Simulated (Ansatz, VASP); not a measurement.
**One calculation of GaSb2Te2, two programs**

```
Ga Sb Te
1.0
     5.39970    0.00000    0.00000
    -2.69985    4.67628    0.00000
     0.00000    0.00000    6.59280
Ga Sb Te
1 2 2
Cartesian
  0.0000 0.0000 3.2964
  0.0000 3.1175 3.2964
  2.6999 1.5588 3.2964
  0.0000 3.1175 0.0000
  2.6999 1.5588 0.0000
```

Alike in both runs: functional PBE; k mesh 6 × 6 × 2; occupations gaussian, width 0.1 eV; no spin polarisation.

Ansatz relaxed the structure, and its values are those at the end. VASP's run is a single point on that final structure, the one shown.

|  | VASP | Ansatz |
| --- | --- | --- |
| version | VASP 6.6.1 | Ansatz 0.2.0 |
| potentials or method | VASP PAW PBE potentials, release 64 (Ga_d, Sb, Te), cutoff 520 eV | scalar-relativistic, plane waves, PAW |
| valence electrons in the cell | 35 | 75 |

|  | VASP | Ansatz | Ansatz less VASP |
| --- | --- | --- | --- |
| gap on the k mesh at the Fermi level (eV) | none | none | - |
| pressure (GPa) | 0.1 | 0.1 | +0.02 |

A gap of «none» marks a metal or a gap that the smearing closes. The functional is the same, so the differences come from potentials, cutoffs and numerics. VASP's potentials hold 35 valence electrons a cell and Ansatz's 75, so a difference there can come from the potentials and not from the codes.

The k mesh is coarse, so the values compare programs but aren't converged. Spin-orbit coupling is off throughout.
